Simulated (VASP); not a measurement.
Runs of VASP 6.6.1 on Na2S. The structure is that of space group Fm-3m (No. 225), or close to it. The cells are those of the table. 

```tsv
cell	gap on the mesh (eV)	pressure (GPa)
a = 4.690 Å, angles 60.0°, 3 atoms	2.35	-0.8
a = 4.808 Å, angles 60.0°, 3 atoms	2.13	-2.4
a = 4.503 Å, angles 60.0°, 3 atoms	2.76	3.2
a = 4.567 Å, angles 60.0°, 3 atoms	2.61	1.6
a = 4.750 Å, angles 60.0°, 3 atoms	(c)	(b)
a = 4.436 Å, angles 60.0°, 3 atoms	(a)	5.2
```

Alike in all rows: task single point; level PBE; potentials or basis VASP PAW PBE potentials, release 64 (Na_pv, S); no spin polarisation; k mesh 5 × 5 × 5; cutoff (eV) 500; smearing gaussian 0.01 eV.

Problem. Estimate the missing entries.

Solution. (a) 2.92; (b) -1.6; (c) 2.23.

